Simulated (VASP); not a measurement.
Here is a VASP 6.6.1 calculation.

The input INCAR:

```
ALGO     = Normal         # electronic algorithm
EDIFF    = 1E-7           # SCF threshold, eV
ENCUT    = 520            # plane-wave cutoff, eV
ISIF     = 2              # what is computed and relaxed
ISMEAR   = -1             # smearing method
LASPH    = T              # aspherical terms in the spheres
LCHARG   = T              # write CHGCAR
LELF     = T              # ELF
LREAL    = F              # projectors in reciprocal space
LVHAR    = T            
LWAVE    = F              # write WAVECAR
NBANDS   = 17             # bands
NELM     = 100            # most SCF steps
PREC     = Accurate       # precision mode
SIGMA    = 0.05           # smearing width, eV
```

KPOINTS

```
k-points
0
Gamma
  15 15 15
```

POSCAR

```
PdPt
1.0
    1.1716657329      0.6764615263      3.8145203192
   -1.1716657329      0.6764615263      3.8145203192
    0.0000000000     -1.3529230526      3.8145203192
Pd Pt
1 1
Direct
    0.0000000000      0.0000000000      0.0000000000
    0.5000000000      0.5000000000      0.5000000000
```

Potentials or basis: VASP PAW LDA potentials, release 64 (Pd, Pt).

The run is started by

```bash
$ cat potpaw_LDA.64/Pd/POTCAR potpaw_LDA.64/Pt/POTCAR > POTCAR
$ mpirun -np 1 vasp_std > vasp.out
```

(1) What does it give for the band gap on the k mesh?

(2) Predict the pressure.

Answers

(1) zero (band 10 reaches 23.58 eV, above the bottom of band 11 at 19.89 eV).

(2) 416.9 GPa.

Caveat: spin-orbit coupling is left out, which moves the levels of the heavy elements.
